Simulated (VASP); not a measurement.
The system is CoSi2.

```
CELL_PARAMETERS angstrom
0.00000 2.60669 2.60669
2.60669 0.00000 2.60669
2.60669 2.60669 0.00000
ATOMIC_POSITIONS crystal
Co 0.00000 0.00000 0.00000
Si 0.25000 0.25000 0.25000
Si 0.75000 0.75000 0.75000
```

Base run:

| Quantity | Value |
| --- | --- |
| Program | VASP 6.6.1 |
| Functional | PBE |
| Potentials or basis | VASP PAW PBE potentials, release 64 (Co, Si) |
| Cutoff | 520 eV |
| k mesh | 14 × 14 × 14 |
| Occupations | gaussian, width 0.15 eV |
| Spin | collinear spin, ferromagnetic start |
| Starting moments | [1.1, 0.0, 0.0] μB |
| Fixed moment | 1.1 μB |

Its results: pressure 23.2 GPa; site moments Co +0.67; Si +0.09 μB.

Task: The run is repeated on the same cell with these changes: fixed moment from 1.1 μB to 0.825 μB; moments at the start from [1.1, 0.0, 0.0] to [0.82, 0.0, 0.0]. What comes out?

Result: Pressure 20.0 GPa; site moments Co +0.49; Si +0.07 μB.

Caveats: the cell stands under pressure; the total moment is fixed, so each spin has its own Fermi level.
